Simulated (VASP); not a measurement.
# HgTe: single point with PBE

Crystal: HgTe.

```
CELL_PARAMETERS angstrom
0.00000 3.29097 3.32422
3.32422 0.00000 3.32422
3.32422 3.29097 0.00000
ATOMIC_POSITIONS crystal
Hg 0.00000 0.00000 0.00000
Te 0.25000 0.25000 0.25000
```

```
Program                : VASP 6.6.1
Task                   : single point
Functional             : PBE
Potentials or basis    : VASP PAW PBE potentials, release 64 (Hg, Te)
Cutoff                 : 520 eV
k mesh                 : 10 × 10 × 10
Occupations            : gaussian, width 0.05 eV
Spin                   : no spin polarisation
Dipole correction      : no
Further INCAR settings : ALGO = Normal; EDIFF = 1e-06; NBANDS = 16
```

```
Pressure               : 0.4 GPa
Band gap on the k mesh : 0.03 eV
```

Stress tensor (GPa, compression positive):
```
0.39 0.00 0.00
0.00 0.53 0.00
0.00 0.00 0.39
```

Levels at points of the mesh, in eV from the valence-band top:
```tsv
k point	band 5	band 6	band 7	band 8	band 9	band 10	band 11	band 12	band 13	band 14
(0.00, 0.00, 0.00)	-6.49	-6.49	-0.89	0.00	0.00	0.03	4.37	4.37	4.37	6.52
(0.50, 0.00, 0.00)	-6.47	-6.23	-5.01	-0.86	-0.82	0.71	5.09	5.14	6.83	7.78
(0.50, 0.50, 0.00)	-6.44	-6.12	-5.04	-1.96	-1.94	1.94	2.70	7.95	8.54	8.59
(0.50, 0.00, 0.50)	-6.44	-6.11	-5.00	-1.98	-1.98	1.88	2.67	8.01	8.57	8.57
```

Run time: 43 s on 1 thread of Intel(R) Xeon(R) 6975P-C (Granite Rapids) (shared host), peak memory 0.28 GiB.

Caveat: spin-orbit coupling is left out, which moves the levels of the heavy elements. A k mesh can miss the band edges.
